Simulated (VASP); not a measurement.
# LiF (Fm-3m) in VASP: vibrations by perturbation theory with LDA

Aim: the vibrations by perturbation theory of LiF with LDA.

All numbers are computed with VASP 6.6.1; they aren't measurements. Logs are shortened: lines on timing, memory, paths and dates and some standing lists are left out, and cuts for length are marked.

### Step 1. The cell of the first run

It takes space group Fm-3m (No. 225, cubic). Conventional cell: a = 3.908 Å, b = 3.908 Å, c = 3.908 Å, α = 90.00°, β = 90.00°, γ = 90.00°. Li (site symmetry m-3m) has 6 F at 1.95 Å within 2.6 Å. F (site symmetry m-3m) has 6 Li at 1.95 Å within 2.6 Å.

### Step 2. Vibrations by perturbation theory, LDA

File INCAR:

```
ALGO     = Normal         # electronic algorithm
EDIFF    = 1E-8           # SCF threshold, eV
ENCUT    = 750            # plane-wave cutoff, eV
GGA_COMPAT= False        
IBRION   = 8              # ionic algorithm
ISIF     = 2              # what is computed and relaxed
ISMEAR   = 0              # smearing method
LASPH    = True           # aspherical terms in the spheres
LCHARG   = False          # write CHGCAR
LEPSILON = True           # dielectric tensor by DFPT
LREAL    = False          # projectors in reciprocal space
LWAVE    = False          # write WAVECAR
NELM     = 120            # most SCF steps
NSW      = 1              # ionic steps
PREC     = Accurate       # precision mode
SIGMA    = 0.01           # smearing width, eV
```

File KPOINTS:

```
k-points
0
Gamma
  8 8 8
```

File POSCAR:

```
LiF
1.0
    0.0000000000      1.9537514360      1.9537514360
    1.9537514360      0.0000000000      1.9537514360
    1.9537514360      1.9537514360      0.0000000000
Li F
1 1
Direct
    0.0000000000      0.0000000000      0.0000000000
    0.5000000000      0.5000000000      0.5000000000
```

Potentials or basis: VASP PAW LDA potentials, release 64 (Li_sv, F).

Started as:

```
cat potpaw_LDA.64/Li_sv/POTCAR potpaw_LDA.64/F/POTCAR > POTCAR
mpirun -np 1 vasp_std > vasp.out
```

OUTCAR:

```text
EDIFF = 1E-8
   ENCUT = 750
   IBRION = 8
   ISIF = 2
   ISMEAR = 0
   LASPH = True
   LEPSILON = True
   LREAL = False
   NELM = 120
   NSW = 1
   PREC = Accurate

 ion  position               nearest neighbor table
   1  0.000  0.000  0.000-   2 1.95   2 1.95   2 1.95   2 1.95   2 1.95   2 1.95
   2  0.500  0.500  0.500-   1 1.95   1 1.95   1 1.95   1 1.95   1 1.95   1 1.95

  LATTYP: Found a face centered cubic cell.
 ALAT       =     3.9075028720

  Lattice vectors:

 A1 = (   0.0000000000,   1.9537514360,   1.9537514360)
 A2 = (   1.9537514360,   0.0000000000,   1.9537514360)
 A3 = (   1.9537514360,   1.9537514360,   0.0000000000)

Analysis of symmetry for initial positions (statically):
=====================================================================
 Subroutine PRICEL returns:
 Original cell was already a primitive cell.

 Routine SETGRP: Setting up the symmetry group for a
 face centered cubic supercell.

 Subroutine GETGRP returns: Found 48 space group operations
 (whereof 48 operations were pure point group operations)
 out of a pool of 48 trial point group operations.

The static configuration has the point symmetry O_h .

Analysis of symmetry for dynamics (positions and initial velocities):
=====================================================================
 Subroutine PRICEL returns:
 Original cell was already a primitive cell.

 Routine SETGRP: Setting up the symmetry group for a
 face centered cubic supercell.

 Subroutine GETGRP returns: Found 48 space group operations
 (whereof 48 operations were pure point group operations)
 out of a pool of 48 trial point group operations.

The dynamic configuration has the point symmetry O_h .

 Subroutine INISYM returns: Found 48 space group operations
 (whereof 48 operations are pure point group operations),
 and found     1 'primitive' translations

----------------------------------------------------------------------------------------

                                     Primitive cell

  volume of cell :      14.9155

  direct lattice vectors                    reciprocal lattice vectors
     0.000000000  1.953751436  1.953751436    -0.255917918  0.255917918  0.255917918
     1.953751436  0.000000000  1.953751436     0.255917918 -0.255917918  0.255917918
     1.953751436  1.953751436  0.000000000     0.255917918  0.255917918 -0.255917918

  length of vectors
     2.763021778  2.763021778  2.763021778     0.443262837  0.443262837  0.443262837

  position of ions in fractional coordinates (direct lattice)
     0.000000000  0.000000000  0.000000000
     0.500000000  0.500000000  0.500000000

  ion indices of the primitive-cell ions
   primitive index   ion index
                 1           1
                 2           2

----------------------------------------------------------------------------------------

 KPOINTS: k-points

Automatic generation of k-mesh.
 Grid dimensions read from file:
 generate k-points for:    8    8    8

 Generating k-lattice:

  Cartesian coordinates                     Fractional coordinates (reciprocal lattice)
    -0.031989740  0.031989740  0.031989740     0.125000000  0.000000000  0.000000000
     0.031989740 -0.031989740  0.031989740     0.000000000  0.125000000  0.000000000
     0.031989740  0.031989740 -0.031989740     0.000000000  0.000000000  0.125000000

  Length of vectors
     0.055407855  0.055407855  0.055407855
[... 436 lines left out ...]
  free energy    TOTEN  =        -0.04895499 eV

  energy without entropy =       -0.04895499

------------------------ aborting loop because EDIFF is reached ----------------------------------------

--------------------------------------- Ionic step        2  -------------------------------------------

------------------------ aborting loop because EDIFF is reached ----------------------------------------

--------------------------------------- Ionic step        3  -------------------------------------------

------------------------ aborting loop because EDIFF is reached ----------------------------------------

 PIEZOELECTRIC TENSOR FIELD DIRECTION 3  (e Angst)
 -----------------------------------------------------------------------------
    -0.00018  0.00000  0.00000           ( -0.00001  0.00000  0.00000)
     0.00000 -0.00018 -0.00000           (  0.00000 -0.00001  0.00000)
     0.00000 -0.00000 -0.00001           (  0.00000  0.00000 -0.00001)

 PIEZOELECTRIC TENSOR FIELD DIRECTION 3  (C/m^2)
 -----------------------------------------------------------------------------
    -0.00019  0.00000  0.00000
     0.00000 -0.00019 -0.00000
     0.00000 -0.00000 -0.00001

--------------------------------------- Ionic step        4  -------------------------------------------

------------------------ aborting loop because EDIFF is reached ----------------------------------------

[... ionic steps 5 to 6 ...]

--------------------------------------- Ionic step        7  -------------------------------------------

 Free energy of the ion-electron system (eV)
  ---------------------------------------------------
  ---------------------------------------------------
  free energy    TOTEN  =        -0.51089273 eV

  energy without entropy =       -0.51089273

------------------------ aborting loop because EDIFF is reached ----------------------------------------

 INTERNAL STRAIN TENSOR  FOR ION    2  DIRECTION 1   (eV/Angst):
 -----------------------------------------------------------------------------
     0.00698 -0.00000 -0.00000
     0.00000  0.00518 -0.00000
     0.00000 -0.00000  0.00518

 MACROSCOPIC STATIC DIELECTRIC TENSOR (including local field effects in DFT)
 ------------------------------------------------------
           2.111618     0.000000    -0.000000
          -0.000000     2.111618     0.000000
          -0.000000     0.000000     2.111618
 ------------------------------------------------------

 PIEZOELECTRIC TENSOR (including local field effects)  for field in x, y, z        (e  Angst)
          XX          YY          ZZ          XY          YZ          ZX
  --------------------------------------------------------------------------------
  x     0.00000     0.00000     0.00000     0.00000     0.00000     0.00000
  y     0.00000     0.00000     0.00000     0.00000     0.00000     0.00000
  z     0.00000     0.00000     0.00000     0.00000     0.00000     0.00000

 PIEZOELECTRIC TENSOR (including local field effects)  for field in x, y, z        (C/m^2)
          XX          YY          ZZ          XY          YZ          ZX
  --------------------------------------------------------------------------------
  x     0.00000     0.00000     0.00000     0.00000     0.00000     0.00000
  y     0.00000     0.00000     0.00000     0.00000     0.00000     0.00000
  z     0.00000     0.00000     0.00000     0.00000     0.00000     0.00000

 BORN EFFECTIVE CHARGES (including local field effects) (in |e|, cummulative output)
 ---------------------------------------------------------------------------------
 ion    1
    1     1.03803     0.00000     0.00000
    2     0.00000     1.03803    -0.00000
    3    -0.00000     0.00000     1.03803
 ion    2
    1    -1.03803    -0.00000     0.00000
    2    -0.00000    -1.03803     0.00000
    3     0.00000     0.00000    -1.03803

 INTERNAL STRAIN TENSOR FOR ION    2 for displacements in x,y,z  (eV/Angst):
          X           Y           Z          XY          YZ          ZX
  --------------------------------------------------------------------------------
  x     0.00000     0.00000     0.00000     0.00000     0.00000     0.00000
  y     0.00000     0.00000     0.00000     0.00000     0.00000     0.00000
  z     0.00000     0.00000     0.00000     0.00000     0.00000     0.00000

 SECOND DERIVATIVES (NOT SYMMETRIZED)
 ------------------------------------
               1X          1Y          1Z          2X          2Y          2Z
  1X    -2.238468    0.000000    0.000000    2.238468    0.000000    0.000000
  1Y     0.000000   -2.238468    0.000000    0.000000    2.238468    0.000000
  1Z     0.000000    0.000000   -2.238468    0.000000    0.000000    2.238468
  2X     2.218540    0.000000    0.000000   -2.218540    0.000000    0.000000
  2Y     0.000000    2.218540    0.000000    0.000000   -2.218540    0.000000
  2Z     0.000000    0.000000    2.218540    0.000000    0.000000   -2.218540

 Eigenvectors and eigenvalues of the dynamical matrix
 ----------------------------------------------------

   1 f  =   10.323950 THz    64.867292 2PiTHz  344.369909 cm-1    42.696408 meV
             X         Y         Z           dx          dy          dz
      0.000000  0.000000  0.000000    -0.722345   -0.458738    0.000000
      1.953751  1.953751  1.953751     0.436827    0.277415    0.000000
[... 21 lines left out ...]
   6 f/i=    0.020441 THz     0.128432 2PiTHz    0.681827 cm-1     0.084536 meV
             X         Y         Z           dx          dy          dz
      0.000000  0.000000  0.000000     0.001764    0.517469    0.000000
      1.953751  1.953751  1.953751     0.002918    0.855695    0.000000

--------------------------------------------------------------------------------------------------------

 MACROSCOPIC STATIC DIELECTRIC TENSOR IONIC CONTRIBUTION
 ------------------------------------------------------
           5.865870    -0.000000     0.000000
          -0.000000     5.865870    -0.000000
           0.000000    -0.000000     5.865870
 ------------------------------------------------------

 ELASTIC MODULI CONTR FROM IONIC RELAXATION (kBar)
 Direction    XX          YY          ZZ          XY          YZ          ZX
 --------------------------------------------------------------------------------
 XX           0.0000      0.0000      0.0000      0.0000      0.0000      0.0000
 YY           0.0000      0.0000      0.0000      0.0000      0.0000      0.0000
 ZZ           0.0000      0.0000      0.0000      0.0000      0.0000      0.0000
 XY           0.0000      0.0000      0.0000      0.0000      0.0000      0.0000
 YZ           0.0000      0.0000      0.0000      0.0000      0.0000      0.0000
 ZX           0.0000      0.0000      0.0000      0.0000      0.0000      0.0000
 --------------------------------------------------------------------------------

 PIEZOELECTRIC TENSOR IONIC CONTR  for field in x, y, z        (C/m^2)
          XX          YY          ZZ          XY          YZ          ZX
  --------------------------------------------------------------------------------
  x     0.00000     0.00000     0.00000     0.00000     0.00000     0.00000
  y     0.00000     0.00000     0.00000     0.00000     0.00000     0.00000
  z     0.00000     0.00000     0.00000     0.00000     0.00000     0.00000
```

It took 92 s on 1 thread of Intel Xeon 6975P-C (Granite Rapids), shared host; peak memory 0.17 GiB.

Results:

* Electronic dielectric tensor (diagonal): 2.11
* Born charges (mean of the diagonal): Li +1.04; F -1.04 e
* Highest phonon frequency at Γ, LO-TO splitting left out: 344 cm⁻¹

Phonon frequencies in cm⁻¹ (negative: imaginary):
| q point | frequencies |
| --- | --- |
| (0.000, 0.000, 0.000) | -1 -1 -1 344 344 344 |

Electronic dielectric tensor:
```
2.11 0.00 0.00
0.00 2.11 0.00
0.00 0.00 2.11
```

Born effective charge tensors (e):
atom 1, Li
```
1.04 0.00 0.00
0.00 1.04 0.00
0.00 0.00 1.04
```
atom 2, F
```
-1.04  0.00  0.00
 0.00 -1.04  0.00
 0.00  0.00 -1.04
```
